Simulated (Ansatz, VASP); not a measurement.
## In in VASP and in Ansatz

```
CELL_PARAMETERS angstrom
3.80460 0.00000 0.00000
0.00000 3.80460 0.00000
0.00000 0.00000 4.30646
ATOMIC_POSITIONS crystal
In 0.50000 0.00000 0.39080
In 0.00000 0.50000 0.60920
```

Alike in both runs: task single point; functional PBE; k mesh 4 × 4 × 4; occupations gaussian, width 0.1 eV; no spin polarisation.

```csv
,VASP,Ansatz
version,VASP 6.6.1,Ansatz 0.2.0
potentials or method,"VASP PAW PBE potentials, release 64 (In_d), cutoff 520 eV","scalar-relativistic, plane waves, PAW"
valence electrons in the cell,26,26
```

Ansatz gave:

- gap on the k mesh at the Fermi level (eV): none
- pressure (GPa): 4.4
- traceless stress, the component that is largest in VASP (GPa): -6.79
- rms of the force components (eV/Å): 0.552

Question: What did VASP give for the same quantities?

Answer: gap on the k mesh at the Fermi level (eV): none; pressure (GPa): 4.4; traceless stress, the component that is largest in VASP (GPa): -6.80; rms of the force components (eV/Å): 0.552.

Atom by atom the forces differ by 0.000 eV/Å (rms over components). A gap of «none» marks a metal or a gap that the smearing closes.

The k mesh is coarse, so the values compare programs but aren't converged.
